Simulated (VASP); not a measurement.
A run of VASP 6.6.1:

Contents of INCAR:

```
  PREC = Accurate
  ENCUT = 600
  EDIFF = 1E-6
  ISMEAR = 0
  SIGMA = 0.1
  LREAL = F
  LASPH = T
  NELM = 80
  ALGO = Normal
  ISIF = 3
  LWAVE = F
  LCHARG = F
  GGA = PE
  IBRION = 2
  NSW = 90
  EDIFFG = -0.04
```

The input KPOINTS:

```
Automatic mesh
0
Gamma
  6 6 6
```

File POSCAR:

```
BaCa2
1.0
   -2.0990569482      2.0990569482      5.1492490760
    2.0990569482     -2.0990569482      5.1492490760
    2.0990569482      2.0990569482     -5.1492490760
Ba Ca
1 2
Direct
    0.0000000000      0.0000000000      0.0000000000
    0.6650000000      0.6650000000      0.0000000000
    0.3350000000      0.3350000000      0.0000000000
```

Potentials or basis: VASP PAW PBE potentials, release 64 (Ba_sv, Ca_sv).

Run with:

```console
$ cat potpaw_PBE.64/Ba_sv/POTCAR potpaw_PBE.64/Ca_sv/POTCAR > POTCAR
$ mpirun -np 1 vasp_std > vasp.out
```

Hardware: 1 thread of Intel(R) Xeon(R) 6975P-C (Granite Rapids), on a shared host.

Task: Estimate the wall time of this run.

Result: Wall time 6.3 min on 1 thread of Intel(R) Xeon(R) 6975P-C (Granite Rapids), with other jobs on the host, peak memory 0.38 GiB. Counts: scf iterations 114, k points 30, ion steps 12.
